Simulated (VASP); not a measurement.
# HfSc (P-6m2) in VASP: notebook

Runs on HfSc. Level: LDA. Tasks: single point.

Everything below comes from runs of VASP 6.6.1. Logs are shortened: lines on timing, memory, paths and dates and some standing lists are left out, and cuts for length are marked.

## Step 1: The cell of the first run

Symmetry: P-6m2, No. 187, hexagonal system. The conventional cell has a = 3.240 Å, b = 3.240 Å, c = 5.104 Å, α = 90.00°, β = 90.00°, γ = 120.00°. Hf (site symmetry -6m2) has 6 Sc at 3.16 Å and 6 Hf at 3.24 Å within 4.2 Å. Sc (site symmetry -6m2) has 6 Hf at 3.16 Å and 6 Sc at 3.24 Å within 4.2 Å.

## Step 2: Single point, LDA, collinear spin

INCAR reads:

```
SYSTEM = HfSc
  PREC = Accurate
  ENCUT = 520
  EDIFF = 1E-6
  ISMEAR = -1
  SIGMA = 0.03
  LREAL = .False.
  LASPH = .True.
  NELM = 150
  ALGO = Normal
  ISIF = 2
  LWAVE = .False.
  LCHARG = .False.
  ISPIN = 2
  MAGMOM = 1.2 1.2
  LORBIT = 11
  NUPDOWN = 2.4
  LMAXMIX = 4
  GGA = CA
  NBANDS = 22
```

KPOINTS reads:

```
regular mesh
0
Gamma
  10 10 6
  0 0 0
```

POSCAR reads:

```
HfSc
1.0
    3.2401204000      0.0000000000      0.0000000000
   -1.6200602000      2.8060265777      0.0000000000
    0.0000000000      0.0000000000      5.1041293100
Hf Sc
1 1
Direct
    0.6666666667      0.3333333333      0.5000000000
    0.3333333333      0.6666666667      0.0000000000
```

Potentials or basis: VASP PAW LDA potentials, release 64 (Hf_pv, Sc_sv).

The run is started by

```
$ cat potpaw_LDA.64/Hf_pv/POTCAR potpaw_LDA.64/Sc_sv/POTCAR > POTCAR
$ mpirun -np 1 vasp_std > vasp.out
```

OUTCAR:

```text
SYSTEM = HfSc
   PREC = Accurate
   ENCUT = 520
   EDIFF = 1E-6
   ISMEAR = -1
   LREAL = .False.
   LASPH = .True.
   NELM = 150
   ISIF = 2
   ISPIN = 2
   LORBIT = 11
   NUPDOWN = 2.4
   GGA = CA

 ion  position               nearest neighbor table
   1  0.667  0.333  0.500-   2 3.16   2 3.16   2 3.16   2 3.16   2 3.16   2 3.16
   2  0.333  0.667  0.000-   1 3.16   1 3.16   1 3.16   1 3.16   1 3.16   1 3.16

  LATTYP: Found a hexagonal cell.
 ALAT       =     3.2401204000
 C/A-ratio  =     1.5752900139

  Lattice vectors:

 A1 = (   3.2401204000,   0.0000000000,   0.0000000000)
 A2 = (  -1.6200602000,   2.8060265777,   0.0000000000)
 A3 = (   0.0000000000,   0.0000000000,   5.1041293100)

Analysis of symmetry for initial positions (statically):
=====================================================================
 Subroutine PRICEL returns:
 Original cell was already a primitive cell.

 Routine SETGRP: Setting up the symmetry group for a
 hexagonal supercell.

 Subroutine GETGRP returns: Found 12 space group operations
 (whereof 12 operations were pure point group operations)
 out of a pool of 24 trial point group operations.

The static configuration has the point symmetry D_3h.

Analysis of symmetry for dynamics (positions and initial velocities):
=====================================================================
 Subroutine PRICEL returns:
 Original cell was already a primitive cell.

 Routine SETGRP: Setting up the symmetry group for a
 hexagonal supercell.

 Subroutine GETGRP returns: Found 12 space group operations
 (whereof 12 operations were pure point group operations)
 out of a pool of 24 trial point group operations.

The dynamic configuration has the point symmetry D_3h.

Analysis of structural, dynamic, and magnetic symmetry:
=====================================================================
 Subroutine PRICEL returns:
 Original cell was already a primitive cell.

 Routine SETGRP: Setting up the symmetry group for a
 hexagonal supercell.

 Subroutine GETGRP returns: Found 12 space group operations
 (whereof 12 operations were pure point group operations)
 out of a pool of 24 trial point group operations.

The overall configuration has the point symmetry D_3h.

 Subroutine INISYM returns: Found 12 space group operations
 (whereof 12 operations are pure point group operations),
 and found     1 'primitive' translations

----------------------------------------------------------------------------------------

                                     Primitive cell

  volume of cell :      46.4060

  direct lattice vectors                    reciprocal lattice vectors
     3.240120400  0.000000000  0.000000000     0.308630506  0.178187906  0.000000000
    -1.620060200  2.806026578  0.000000000     0.000000000  0.356375812  0.000000000
     0.000000000  0.000000000  5.104129310     0.000000000  0.000000000  0.195919801

  length of vectors
     3.240120400  3.240120400  5.104129310     0.356375812  0.356375812  0.195919801

  position of ions in fractional coordinates (direct lattice)
     0.666666667  0.333333333  0.500000000
     0.333333333  0.666666667  0.000000000

  ion indices of the primitive-cell ions
   primitive index   ion index
                 1           1
                 2           2

----------------------------------------------------------------------------------------

 KPOINTS: regular mesh

Automatic generation of k-mesh.
 Grid dimensions read from file:
 generate k-points for:   10   10    6

 Generating k-lattice:

  Cartesian coordinates                     Fractional coordinates (reciprocal lattice)
     0.030863051  0.017818791  0.000000000     0.100000000 -0.000000000  0.000000000
     0.000000000  0.035637581  0.000000000     0.000000000  0.100000000  0.000000000
     0.000000000  0.000000000  0.032653300     0.000000000  0.000000000  0.166666667

  Length of vectors
     0.035637581  0.035637581  0.032653300

  Shift w.r.t. Gamma in fractional coordinates (k-lattice)
     0.000000000  0.000000000  0.000000000

 Subroutine IBZKPT returns following result:
 ===========================================

 Found     56 irreducible k-points:

 Following reciprocal coordinates:
            Coordinates               Weight
  0.000000  0.000000  0.000000      1.000000
  0.100000  0.000000  0.000000      6.000000
  0.200000  0.000000  0.000000      6.000000
  0.300000  0.000000  0.000000      6.000000
  0.400000  0.000000  0.000000      6.000000
  0.500000  0.000000  0.000000      3.000000
[... 16 lines left out ...]
  0.300000  0.100000  0.166667     24.000000
  0.400000  0.100000  0.166667     24.000000
 [... further k-points ...]
   k-points           NKPTS =     56   k-points in BZ     NKDIM =     56   number of bands    NBANDS=     22
   number of dos      NEDOS =    301   number of ions     NIONS =      2
   total plane-waves  NPLWV =  23040
   dimension x,y,z NGX =    24 NGY =   24 NGZ =   40
   dimension x,y,z NGXF=    48 NGYF=   48 NGZF=   80
   ions per type =               1   1
   NGX,Y,Z   is equivalent  to a cutoff of  12.31, 12.31, 13.03 a.u.
   NGXF,Y,Z  is equivalent  to a cutoff of  24.63, 24.63, 26.06 a.u.
 SYSTEM =  HfSc
   PREC   = accura    normal or accurate (medium, high low for compatibility)
   ISTART =      0    job   : 0-new  1-cont  2-samecut
   ICHARG =      2    charge: 1-file 2-atom 10-const
   ISPIN  =      2    spin polarized calculation?
   LNONCOLLINEAR =      F non collinear calculations
   LSORBIT =      F    spin-orbit coupling
   LASPH  =      T    aspherical Exc in radial PAW
   ENCUT  =  520.0 eV  38.22 Ry    6.18 a.u.   6.02  6.02  9.49*2*pi/ulx,y,z
   NELM   =    150;   NELMIN=  2; NELMDL= -5     # of ELM steps
   EDIFF  = 0.1E-05   stopping-criterion for ELM
   LREAL  =      F    real-space projection
   EDIFFG = 0.1E-04   stopping-criterion for IOM
   NSW    =      0    number of steps for IOM
   IBRION =     -1    ionic relax: 0-MD 1-quasi-New 2-CG
   NFREE  =      0    steps in history (QN), initial steepest desc. (CG)
   ISIF   =      2    stress and relaxation
   ISYM   =      2    0-nonsym 1-usesym 2-fastsym
   POTIM  = 0.5000    time-step for ionic-motion
   TEBEG  =    0.0;   TEEND  =   0.0 temperature during run
   PSTRESS=    0.0 pullay stress
   NELECT =      21.0000    total number of electrons
   NUPDOWN=       2.4000    fix difference up-down
   EMIN   =  10.00;   EMAX   =-10.00  energy-range for DOS
   EFERMI =   0.00;   METHOD = LEGACY
   ISMEAR =    -1;   SIGMA  =   0.03  broadening in eV -4-tet -1-fermi 0-gaus
   EFERMI_NEDOS =   21; number of points for ismear=-14 and -15
   IALGO  =     38    algorithm
   IMIX   =      4    mixing-type and parameters
     AMIX     =   0.40;   BMIX     =  1.00
     AMIX_MAG =   1.60;   BMIX_MAG =  1.00
  volume/ion in A,a.u.               =      23.20       156.58
  Fermi-wavevector in a.u.,A,eV,Ry     =   1.256868  2.375136 21.493363  1.579718
  Thomas-Fermi vector in A             =   2.390555
   LORBIT       =     11    0 simple, 1 ext, 2 COOP (PROOUT), +10 PAW based schemes
   GGA     = CA    functional components
   LHFCALC =     F    Hartree Fock is set to
   AEXX    =    0.0000 exact exchange contribution
   IVDW    =     0    specifies the selected vdW correction
   LEPSILON=     F    determine dielectric tensor
   LRPA    =     F    only Hartree local field effects (RPA)
 spin polarized calculation
  energy-cutoff  :      520.00
  volume of cell :       46.41
 maximum number of plane-waves:      1270
   NGX = 13   NGY = 13   NGZ = 19

 number of electron      21.0000002 magnetization       2.4000000

 Free energy of the ion-electron system (eV)
  ---------------------------------------------------
  ext. energy  EPLUGINS =         0.00000000
  ---------------------------------------------------
  free energy    TOTEN  =       -16.62071607 eV

  energy without entropy =      -16.61234250  energy(sigma->0) =      -16.61652929

 E-fermi :   3.6349     XC(G=0): -10.8236

 val. band max:        4.7652870962   @ k =   0.2000   0.0000   0.3333
 cond. band min:       3.6425765959   @ k =   0.3000   0.0000   0.1667
 fundamental gap:     -1.1227105003
 Fermi energy:         4.7741561098

 spin component 1

 k-point     1 :       0.0000    0.0000    0.0000
  band No.  band energies     occupation
      1     -44.6048      1.00000
      2     -26.4823      1.00000
      3     -26.1444      1.00000
      4     -26.1444      1.00000
      5     -23.5654      1.00000
      6     -23.4302      1.00000
[... 14 lines left out ...]
     21      15.3193      0.00000
     22      15.9287      0.00000
[... 552 lines left out ...]
  band No.  band energies     occupation
      1     -44.5571      1.00000
      2     -26.6268      1.00000
      3     -26.3815      1.00000
      4     -26.2940      1.00000
      5     -23.7584      1.00000
      6     -23.5505      1.00000
[... 14 lines left out ...]
     21      12.8864      0.00000
     22      13.3611      0.00000

 [... further k-points ...]

 spin component 2

 k-point     1 :       0.0000    0.0000    0.0000
  band No.  band energies     occupation
      1     -44.1455      1.00000
      2     -26.0874      1.00000
      3     -25.7743      1.00000
      4     -25.7743      1.00000
      5     -23.0809      1.00000
      6     -22.9676      1.00000
[... 14 lines left out ...]
     21      16.1740      0.00000
     22      16.2589      0.00000
[... 552 lines left out ...]
  band No.  band energies     occupation
      1     -44.0987      1.00000
      2     -26.2375      1.00000
      3     -25.9922      1.00000
      4     -25.9182      1.00000
      5     -23.2878      1.00000
      6     -23.0655      1.00000
[... 14 lines left out ...]
     21      13.5713      0.00000
     22      14.0673      0.00000

 [... further k-points ...]

------------------------ aborting loop because EDIFF is reached ----------------------------------------

  FORCE on cell =-STRESS in cart. coord.  units (eV):
  Direction    XX          YY          ZZ          XY          YZ          ZX
  --------------------------------------------------------------------------------------
  -------------------------------------------------------------------------------------
  Total       -1.6217689     -1.6217689      0.0191057      0.0000000      0.0000000     -0.0000000
  in kB      -55.9918672    -55.9918672      0.6596282      0.0000000      0.0000000     -0.0000000
  external PRESSURE =     -37.1080354 kB  Pullay stress =       0.0000000 kB

 VOLUME and BASIS-vectors are now :
 -----------------------------------------------------------------------------
  energy-cutoff  :      520.00
  volume of cell :       46.41
      direct lattice vectors                 reciprocal lattice vectors
     3.240120400  0.000000000  0.000000000     0.308630506  0.178187906  0.000000000
    -1.620060200  2.806026578  0.000000000     0.000000000  0.356375812  0.000000000
     0.000000000  0.000000000  5.104129310     0.000000000  0.000000000  0.195919801

 POSITION                                       TOTAL-FORCE (eV/Angst)
 -----------------------------------------------------------------------------------
      1.62006      0.93534      2.55206         0.000000      0.000000      0.000000
     -0.00000      1.87068      0.00000        -0.000000      0.000000      0.000000
 -----------------------------------------------------------------------------------
    total drift:                                0.000000     -0.000000     -0.000000

  FREE ENERGIE OF THE ION-ELECTRON SYSTEM (eV)
  ---------------------------------------------------
  free  energy   TOTEN  =       -16.6207160706 eV

  energy  without entropy=      -16.6123425029  energy(sigma->0) =      -16.61652929

 total charge

# of ion       s       p       d       tot
------------------------------------------
    1        0.398   6.310   1.559   8.267
    2        2.278   6.127   1.093   9.499
--------------------------------------------------
tot          2.676  12.437   2.653  17.766

 magnetization (x)

# of ion       s       p       d       tot
------------------------------------------
    1        0.009   0.192   0.685   0.886
    2        0.013   0.085   0.564   0.662
--------------------------------------------------
tot          0.023   0.277   1.249   1.549
```

Run time: 51 s. Hardware: 1 thread of AMD EPYC 9R45 (Zen 5), shared host; peak memory 0.19 GiB.

What came out:

| Item | Value |
| --- | --- |
| Free energy | -16.6207 eV |
| Pressure | -3.7 GPa |
| Net moment | 2.40 μB per cell |
| Site moments | Hf +0.89; Sc +0.66 μB |
| Valence electrons inside the program's atomic spheres | Hf 8.27; Sc 9.50 |

Stress tensor (GPa, compression positive):
```
-5.60  0.00  0.00
 0.00 -5.60  0.00
 0.00  0.00  0.07
```

Caveat: the cell stands under tension; spin-orbit coupling is left out, which moves the levels of the heavy elements; the total moment is fixed, so each spin has its own Fermi level.

## Step 3: Single point, LDA, collinear spin

INCAR reads:

```
SYSTEM = HfSc
ALGO = Normal ; EDIFF = 1E-6
ENCUT = 520 ; ISIF = 2
ISMEAR = -1 ; ISPIN = 2
LASPH = .TRUE. ; LCHARG = .FALSE.
LMAXMIX = 4 ; LORBIT = 11
LREAL = .FALSE. ; LWAVE = .FALSE.
MAGMOM = 1.2 1.2 ; NBANDS = 22
NELM = 150 ; NUPDOWN = 2.4
PREC = Accurate ; SIGMA = 0.03
```

KPOINTS reads:

```
k-points
0
G
  10 10 6
  0 0 0
```

POSCAR is that of step 2.

Potentials or basis: VASP PAW LDA potentials, release 64 (Hf_pv, Sc_sv).

The run is started by

```
$ cat potpaw_LDA.64/Hf_pv/POTCAR potpaw_LDA.64/Sc_sv/POTCAR > POTCAR
$ mpirun -np 1 vasp_std > vasp.out
```

It took 53 s on 1 thread of AMD EPYC 9R45 (Zen 5), shared host; peak memory 0.19 GiB.

It converged, with:

| Quantity | Value |
| --- | --- |
| Free energy | -16.6207 eV |
| Pressure | -3.7 GPa |
| Net moment | 2.40 μB per cell |
| Site moments | Hf +0.89; Sc +0.66 μB |
| Valence electrons inside the program's atomic spheres | Hf 8.27; Sc 9.50 |

Stress tensor (GPa, compression positive):
```
-5.60  0.00  0.00
 0.00 -5.60  0.00
 0.00  0.00  0.07
```

Caveat: the cell stands under tension; spin-orbit coupling is left out, which moves the levels of the heavy elements; the total moment is fixed, so each spin has its own Fermi level.

## Step 4: Single point, LDA, collinear spin

INCAR reads:

```
SYSTEM = HfSc
PREC = Accurate ; ENCUT = 520
EDIFF = 1E-6 ; ISMEAR = -1
SIGMA = 0.03 ; LREAL = .FALSE.
LASPH = .TRUE. ; NELM = 150
ALGO = Normal ; ISIF = 2
LWAVE = .FALSE. ; LCHARG = .FALSE.
ISPIN = 2 ; MAGMOM = 1.6 1.6
LORBIT = 11 ; NUPDOWN = 3.2
LMAXMIX = 4 ; GGA = CA
NBANDS = 22
```

KPOINTS reads:

```
Automatic mesh
0
G
  10 10 6
  0 0 0
```

POSCAR is that of step 3.

The run is started by

```
$ cat potpaw_LDA.64/Hf_pv/POTCAR potpaw_LDA.64/Sc_sv/POTCAR > POTCAR
$ mpirun -np 1 vasp_std > vasp.out
```

Wall time 54 s (1 thread of AMD EPYC 9R45 (Zen 5), shared host); peak memory 0.18 GiB.

The run converged. Its results:

```yaml
Free_energy: -16.0886 eV
Pressure: -0.9 GPa
Net_moment: 3.20 μB per cell
Site_moments: Hf +1.17; Sc +0.89 μB
Valence_electrons_inside_the_program's_atomic_spheres: Hf 8.28; Sc 9.52
```

Stress tensor (GPa, compression positive):
```
-3.44  0.00  0.00
 0.00 -3.44  0.00
 0.00  0.00  4.08
```

Caveat: spin-orbit coupling is left out, which moves the levels of the heavy elements; the total moment is fixed, so each spin has its own Fermi level.
